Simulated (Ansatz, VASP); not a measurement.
HfC: VASP beside Ansatz

```
Hf C
1.0
     3.34287    0.00000    0.00000
    -1.67143    2.89501    0.00000
     0.00000    0.00000    5.20271
Hf C
2 2
Direct
  0.33333 0.66667 0.25000
  0.66667 0.33333 0.75000
  0.00000 0.00000 0.50000
  0.00000 0.00000 0.00000
```

Alike in both runs: task single point; functional r2SCAN; k mesh 11 × 11 × 6; occupations gaussian, width 0.02 eV; no spin polarisation.

|  | VASP | Ansatz |
| --- | --- | --- |
| version | VASP 6.6.1 | Ansatz 0.2.0 |
| potentials or method | VASP PAW PBE potentials, release 64 (Hf_pv, C), cutoff 520 eV | scalar-relativistic, plane waves, PAW |
| valence electrons in the cell | 28 | 60 |

|  | VASP | Ansatz | Ansatz less VASP |
| --- | --- | --- | --- |
| gap on the k mesh at the Fermi level (eV) | none | none | - |
| pressure (GPa) | -3.9 | -2.8 | +1.08 |
| traceless stress, the component that is largest in VASP (GPa) | 2.61 | 2.56 | -0.046 |

VASP's potentials were made for PBE, not for r2SCAN. A gap of «none» marks a metal or a gap that the smearing closes. With one functional, cell and mesh, what is left measures potentials, basis and numerics. VASP's potentials hold 28 valence electrons a cell and Ansatz's 60, so a difference there can come from the potentials and not from the codes. Ansatz's warnings: stress scf threshold loose.

Neither program's run includes spin-orbit coupling.
